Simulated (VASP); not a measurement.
Nd, 1 atom in the cell. Symmetry: Fm-3m, No. 225, cubic system. The conventional cell has a = 5.210 Å, b = 5.210 Å, c = 5.210 Å, α = 90.00°, β = 90.00°, γ = 90.00°. Nd (site symmetry m-3m) has 12 Nd at 3.68 Å within 4.8 Å. This isn't the form of Nd at room conditions, which is double hcp.

| Quantity | Value |
| --- | --- |
| Program | VASP 6.6.1 |
| Task | single point |
| Functional | PBE |
| Potentials or basis | VASP PAW PBE potentials, release 64 (Nd) |
| Cutoff | 600 eV |
| k mesh | 9 × 9 × 9 |
| Occupations | methfessel-paxton, width 0.025 eV |
| Spin | collinear spin, ferromagnetic start |
| Starting moments | [3.65] μB |
| Hubbard terms | Nd f U = 6.0 eV |
| Dipole correction | no |
| Further INCAR settings | ALGO = Normal; EDIFF = 1e-06; NBANDS = 17 |

Potentials or basis: VASP PAW PBE potentials, release 64 (Nd).

Launch:

```bash
$ cat potpaw_PBE.64/Nd/POTCAR > POTCAR
$ mpirun -np 1 vasp_std > vasp.out
```

Hardware: 1 thread of AMD EPYC 7R43 64-Core Processor (Zen 3), on a shared host.

Q: How long does it take, and how much memory?

A: It took 3.2 min on 1 thread of AMD EPYC 7R43 64-Core Processor (Zen 3), with other jobs on the host, peak memory 0.18 GiB. Counts: scf iterations 24, k points 35.
